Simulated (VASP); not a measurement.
# V (Im-3m) in VASP: single point with PBE

Aim: the single point of V with PBE.

All numbers are computed with VASP 6.6.1; they aren't measurements. Logs are shortened: lines on timing, memory, paths and dates and some standing lists are left out, and cuts for length are marked.

## 1. The cell of the first run

Symmetry: Im-3m, No. 229, cubic system. The conventional cell has a = 3.023 Å, b = 3.023 Å, c = 3.023 Å, α = 90.00°, β = 90.00°, γ = 90.00°. V (site symmetry m-3m) has 14 V at 2.62 to 3.02 Å within 3.5 Å.

## 2. Single point, PBE

Input file INCAR:

```
SYSTEM = V
PREC = Accurate ; ENCUT = 520
EDIFF = 1E-6 ; ISMEAR = -1
SIGMA = 0.091 ; LREAL = .FALSE.
LASPH = .TRUE. ; NELM = 100
ALGO = Normal ; ISIF = 2
LWAVE = .FALSE. ; LCHARG = .FALSE.
GGA = PE ; NBANDS = 12
```

Input file KPOINTS:

```
regular mesh
0
G
  15 15 15
  0 0 0
```

Input file POSCAR:

```
V
1.0
   -1.5115840000      1.5115840000      1.5115840000
    1.5115840000     -1.5115840000      1.5115840000
    1.5115840000      1.5115840000     -1.5115840000
V
1
Direct
    0.0000000000      0.0000000000      0.0000000000
```

Potentials or basis: VASP PAW PBE potentials, release 64 (V_sv).

Command:

```sh
$ cat potpaw_PBE.64/V_sv/POTCAR > POTCAR
$ mpirun -np 1 vasp_std > vasp.out
```

OUTCAR:

```text
SYSTEM = V
   PREC = Accurate
   ENCUT = 520
   EDIFF = 1E-6
   ISMEAR = -1
   LREAL = .FALSE.
   LASPH = .TRUE.
   NELM = 100
   ISIF = 2
   GGA = PE

 ion  position               nearest neighbor table
   1  0.000  0.000  0.000-

  LATTYP: Found a body centered cubic cell.
 ALAT       =     3.0231680000

  Lattice vectors:

 A1 = (  -1.5115840000,   1.5115840000,   1.5115840000)
 A2 = (   1.5115840000,  -1.5115840000,   1.5115840000)
 A3 = (   1.5115840000,   1.5115840000,  -1.5115840000)

Analysis of symmetry for initial positions (statically):
=====================================================================
 Subroutine PRICEL returns:
 Original cell was already a primitive cell.

 Routine SETGRP: Setting up the symmetry group for a
 body centered cubic supercell.

 Subroutine GETGRP returns: Found 48 space group operations
 (whereof 48 operations were pure point group operations)
 out of a pool of 48 trial point group operations.

The static configuration has the point symmetry O_h .

Analysis of symmetry for dynamics (positions and initial velocities):
=====================================================================
 Subroutine PRICEL returns:
 Original cell was already a primitive cell.

 Routine SETGRP: Setting up the symmetry group for a
 body centered cubic supercell.

 Subroutine GETGRP returns: Found 48 space group operations
 (whereof 48 operations were pure point group operations)
 out of a pool of 48 trial point group operations.

The dynamic configuration has the point symmetry O_h .

 Subroutine INISYM returns: Found 48 space group operations
 (whereof 48 operations are pure point group operations),
 and found     1 'primitive' translations

----------------------------------------------------------------------------------------

                                     Primitive cell

  volume of cell :      13.8152

  direct lattice vectors                    reciprocal lattice vectors
    -1.511584000  1.511584000  1.511584000     0.000000000  0.330778839  0.330778839
     1.511584000 -1.511584000  1.511584000     0.330778839  0.000000000  0.330778839
     1.511584000  1.511584000 -1.511584000     0.330778839  0.330778839  0.000000000

  length of vectors
     2.618140288  2.618140288  2.618140288     0.467791920  0.467791920  0.467791920

  position of ions in fractional coordinates (direct lattice)
     0.000000000  0.000000000  0.000000000

  ion indices of the primitive-cell ions
   primitive index   ion index
                 1           1

----------------------------------------------------------------------------------------

 KPOINTS: regular mesh

Automatic generation of k-mesh.
 Grid dimensions read from file:
 generate k-points for:   15   15   15

 Generating k-lattice:

  Cartesian coordinates                     Fractional coordinates (reciprocal lattice)
     0.000000000  0.022051923  0.022051923     0.066666667  0.000000000  0.000000000
     0.022051923  0.000000000  0.022051923     0.000000000  0.066666667  0.000000000
     0.022051923  0.022051923  0.000000000     0.000000000  0.000000000  0.066666667

  Length of vectors
     0.031186128  0.031186128  0.031186128

  Shift w.r.t. Gamma in fractional coordinates (k-lattice)
     0.000000000  0.000000000  0.000000000

 Subroutine IBZKPT returns following result:
 ===========================================

 Found    120 irreducible k-points:

 Following reciprocal coordinates:
            Coordinates               Weight
  0.000000  0.000000  0.000000      1.000000
  0.066667  0.000000  0.000000     12.000000
  0.133333  0.000000  0.000000     12.000000
  0.200000  0.000000  0.000000     12.000000
  0.266667  0.000000  0.000000     12.000000
  0.333333  0.000000  0.000000     12.000000
[... 16 lines left out ...]
  0.333333  0.200000  0.000000     48.000000
  0.400000  0.200000  0.000000     24.000000
 [... further k-points ...]
   k-points           NKPTS =    120   k-points in BZ     NKDIM =    120   number of bands    NBANDS=     12
   number of dos      NEDOS =    301   number of ions     NIONS =      1
   total plane-waves  NPLWV =   8000
   dimension x,y,z NGX =    20 NGY =   20 NGZ =   20
   dimension x,y,z NGXF=    40 NGYF=   40 NGZF=   40
   ions per type =               1
   NGX,Y,Z   is equivalent  to a cutoff of  12.70, 12.70, 12.70 a.u.
   NGXF,Y,Z  is equivalent  to a cutoff of  25.40, 25.40, 25.40 a.u.
 SYSTEM =  V
   PREC   = accura    normal or accurate (medium, high low for compatibility)
   ISTART =      0    job   : 0-new  1-cont  2-samecut
   ICHARG =      2    charge: 1-file 2-atom 10-const
   ISPIN  =      1    spin polarized calculation?
   LNONCOLLINEAR =      F non collinear calculations
   LSORBIT =      F    spin-orbit coupling
   LASPH  =      T    aspherical Exc in radial PAW
   ENCUT  =  520.0 eV  38.22 Ry    6.18 a.u.   4.87  4.87  4.87*2*pi/ulx,y,z
   NELM   =    100;   NELMIN=  2; NELMDL= -5     # of ELM steps
   EDIFF  = 0.1E-05   stopping-criterion for ELM
   LREAL  =      F    real-space projection
[... 7 lines left out ...]
   TEBEG  =    0.0;   TEEND  =   0.0 temperature during run
   PSTRESS=    0.0 pullay stress
   NELECT =      13.0000    total number of electrons
   NUPDOWN=      -1.0000    fix difference up-down
   EMIN   =  10.00;   EMAX   =-10.00  energy-range for DOS
   EFERMI =   0.00;   METHOD = LEGACY
   ISMEAR =    -1;   SIGMA  =   0.09  broadening in eV -4-tet -1-fermi 0-gaus
   EFERMI_NEDOS =   21; number of points for ismear=-14 and -15
   IALGO  =     38    algorithm
   IMIX   =      4    mixing-type and parameters
     AMIX     =   0.40;   BMIX     =  1.00
     AMIX_MAG =   1.60;   BMIX_MAG =  1.00
  volume/ion in A,a.u.               =      13.82        93.23
  Fermi-wavevector in a.u.,A,eV,Ry     =   1.604244  3.031581 35.015923  2.573598
  Thomas-Fermi vector in A             =   2.700779
   LORBIT       =      0    0 simple, 1 ext, 2 COOP (PROOUT), +10 PAW based schemes
   GGA     = PE    functional components
[... 5 lines left out ...]
 non-spin polarized calculation
  energy-cutoff  :      520.00
  volume of cell :       13.82
 maximum number of plane-waves:       382
   NGX =  9   NGY =  9   NGZ =  9

 number of electron      12.9999995 magnetization

 Free energy of the ion-electron system (eV)
  ---------------------------------------------------
  ext. energy  EPLUGINS =         0.00000000
  ---------------------------------------------------
  free energy    TOTEN  =        -9.01230739 eV

  energy without entropy =       -8.96472344  energy(sigma->0) =       -8.98851542

 E-fermi :   9.4176     XC(G=0): -12.7673

 val. band max:        9.4062455552   @ k =  -0.2667   0.2667   0.1333
 cond. band min:       9.4378602180   @ k =   0.3333   0.1333  -0.0000
 fundamental gap:      0.0316146628
 Fermi energy:         9.4175772867

 k-point     1 :       0.0000    0.0000    0.0000
  band No.  band energies     occupation
      1     -54.3495      2.00000
      2     -27.6897      2.00000
      3     -27.6897      2.00000
      4     -27.6897      2.00000
      5       2.8652      2.00000
      6       9.8050      0.02794
      7       9.8050      0.02794
      8       9.8050      0.02794
      9      11.7520      0.00000
     10      11.7520      0.00000
     11      29.6822      0.00000
     12      29.6822      0.00000

 k-point     2 :       0.0667    0.0000    0.0000
  band No.  band energies     occupation
      1     -54.3419      2.00000
      2     -27.7271      2.00000
      3     -27.7012      2.00000
      4     -27.6899      2.00000
      5       3.0406      2.00000
      6       9.7314      0.06159
      7       9.7889      0.03324
      8       9.9284      0.00727
      9      11.6684      0.00000
     10      11.7569      0.00000
     11      29.3427      0.00000
     12      29.6465      0.00000

 k-point     3 :       0.1333    0.0000    0.0000
  band No.  band energies     occupation
      1     -54.3203      2.00000
      2     -27.8319      2.00000
      3     -27.7335      2.00000
      4     -27.6906      2.00000
      5       3.5466      2.00000
      6       9.5290      0.45429
      7       9.7088      0.07828
      8      10.2878      0.00014
      9      11.4980      0.00000
     10      11.7750      0.00000
     11      28.3322      0.00000
     12      29.3549      0.00000

 k-point     4 :       0.2000    0.0000    0.0000
  band No.  band energies     occupation
      1     -54.2884      2.00000
      2     -27.9844      2.00000
      3     -27.7809      2.00000
      4     -27.6916      2.00000
      5       4.3146      2.00000
      6       9.2442      1.74093
      7       9.5256      0.46770
      8      10.8487      0.00000
      9      11.4065      0.00000
     10      11.8141      0.00000
     11      26.7029      0.00000
     12      28.5577      0.00000

 k-point     5 :       0.2667    0.0000    0.0000
  band No.  band energies     occupation
      1     -54.2514      2.00000
      2     -28.1565      2.00000
      3     -27.8349      2.00000
      4     -27.6928      2.00000
      5       5.1959      2.00000
      6       8.9347      1.99013
      7       9.3560      1.32594
      8      11.4607      0.00000
      9      11.5492      0.00000
     10      11.8779      0.00000
     11      24.6650      0.00000
     12      27.4524      0.00000

 k-point     6 :       0.3333    0.0000    0.0000
  band No.  band energies     occupation
      1     -54.2160      2.00000
      2     -28.3184      2.00000
      3     -27.8861      2.00000
      4     -27.6940      2.00000
      5       5.9147      2.00000
      6       8.6540      1.99955
      7       9.5061      0.54845
      8      11.5945      0.00000
      9      11.9596      0.00000
     10      12.2922      0.00000
     11      22.5314      0.00000
     12      26.3882      0.00000

 k-point     7 :       0.4000    0.0000    0.0000
  band No.  band energies     occupation
      1     -54.1881      2.00000
      2     -28.4430      2.00000
      3     -27.9259      2.00000
      4     -27.6949      2.00000
      5       6.2406      2.00000
      6       8.4441      1.99995
      7      10.1396      0.00072
      8      11.7157      0.00000
      9      12.0388      0.00000
     10      12.9393      0.00000
     11      20.6368      0.00000
     12      25.5813      0.00000

 k-point     8 :       0.4667    0.0000    0.0000
  band No.  band energies     occupation
      1     -54.1728      2.00000
      2     -28.5106      2.00000
      3     -27.9476      2.00000
      4     -27.6955      2.00000
      5       6.3065      2.00000
      6       8.3324      1.99999
      7      10.8281      0.00000
      8      11.7511      0.00000
      9      12.0885      0.00000
     10      13.3258      0.00000
     11      19.4274      0.00000
     12      25.1497      0.00000
[... 166 lines left out ...]
 k-point    20 :       0.4000    0.1333    0.0000
  band No.  band energies     occupation
      1     -54.1656      2.00000
      2     -28.4653      2.00000
      3     -27.9938      2.00000
      4     -27.7422      2.00000
      5       6.7131      2.00000
      6       8.3760      1.99998
      7       9.8411      0.01886
      8      11.6723      0.00000
      9      12.3394      0.00000
     10      14.3911      0.00000
     11      19.3941      0.00000
     12      24.1304      0.00000

 k-point    21 :       0.2000    0.2000    0.0000
  band No.  band energies     occupation
      1     -54.2074      2.00000
      2     -28.2882      2.00000
      3     -27.9111      2.00000
      4     -27.7543      2.00000
      5       6.4043      2.00000
      6       8.5871      1.99978
      7       8.9268      1.99094
      8      11.3305      0.00000
      9      12.1234      0.00000
     10      12.9756      0.00000
     11      23.7482      0.00000
     12      24.2181      0.00000

 k-point    22 :       0.2667    0.2000   -0.0000
  band No.  band energies     occupation
      1     -54.1812      2.00000
      2     -28.3604      2.00000
      3     -27.9860      2.00000
      4     -27.7653      2.00000
      5       6.9739      2.00000
      6       8.3979      1.99997
      7       8.9677      1.98584
      8      11.4810      0.00000
      9      12.1899      0.00000
     10      13.9940      0.00000
     11      21.8329      0.00000
     12      23.2423      0.00000

 k-point    23 :       0.3333    0.2000    0.0000
  band No.  band energies     occupation
      1     -54.1633      2.00000
      2     -28.4026      2.00000
      3     -28.0452      2.00000
      4     -27.7706      2.00000
      5       7.1445      2.00000
      6       8.3686      1.99998
      7       9.1728      1.87285
      8      11.6387      0.00000
      9      12.2552      0.00000
     10      15.0219      0.00000
     11      20.0083      0.00000
     12      22.6920      0.00000

 k-point    24 :       0.4000    0.2000    0.0000
  band No.  band energies     occupation
      1     -54.1570      2.00000
      2     -28.4160      2.00000
      3     -28.0679      2.00000
      4     -27.7722      2.00000
      5       7.1516      2.00000
      6       8.3692      1.99998
      7       9.2982      1.57553
      8      11.6962      0.00000
      9      12.3013      0.00000
     10      15.5926      0.00000
     11      19.1377      0.00000
     12      22.4921      0.00000

 [... further k-points ...]
[... 5 lines left out ...]
  --------------------------------------------------------------------------------------
  -------------------------------------------------------------------------------------
  Total       -0.3571260     -0.3571260     -0.3571260      0.0000000     -0.0000000     -0.0000000
  in kB      -41.4166747    -41.4166747    -41.4166747      0.0000000     -0.0000000     -0.0000000
  external PRESSURE =     -41.4166747 kB  Pullay stress =       0.0000000 kB

 VOLUME and BASIS-vectors are now :
 -----------------------------------------------------------------------------
  energy-cutoff  :      520.00
  volume of cell :       13.82
      direct lattice vectors                 reciprocal lattice vectors
    -1.511584000  1.511584000  1.511584000     0.000000000  0.330778839  0.330778839
     1.511584000 -1.511584000  1.511584000     0.330778839  0.000000000  0.330778839
     1.511584000  1.511584000 -1.511584000     0.330778839  0.330778839  0.000000000

 POSITION                                       TOTAL-FORCE (eV/Angst)
 -----------------------------------------------------------------------------------
      0.00000      0.00000      0.00000        -0.000000      0.000000     -0.000000
 -----------------------------------------------------------------------------------
    total drift:                                0.000000     -0.000000      0.000000

  FREE ENERGIE OF THE ION-ELECTRON SYSTEM (eV)
  ---------------------------------------------------
  free  energy   TOTEN  =        -9.0123073896 eV

  energy  without entropy=       -8.9647234442  energy(sigma->0) =       -8.98851542
```

It took 6 s on 1 thread of Intel Xeon 6975P-C (Granite Rapids), shared host; peak memory 0.13 GiB.

Results:

```yaml
Free_energy: -9.0123 eV
Pressure: -4.1 GPa
```

Levels at points of the mesh, in eV from the Fermi level:
```tsv
k point	band 4	band 5	band 6	band 7	band 8	band 9
(0.00, 0.00, 0.00)	-37.11	-6.55	0.39	0.39	0.39	2.33
```
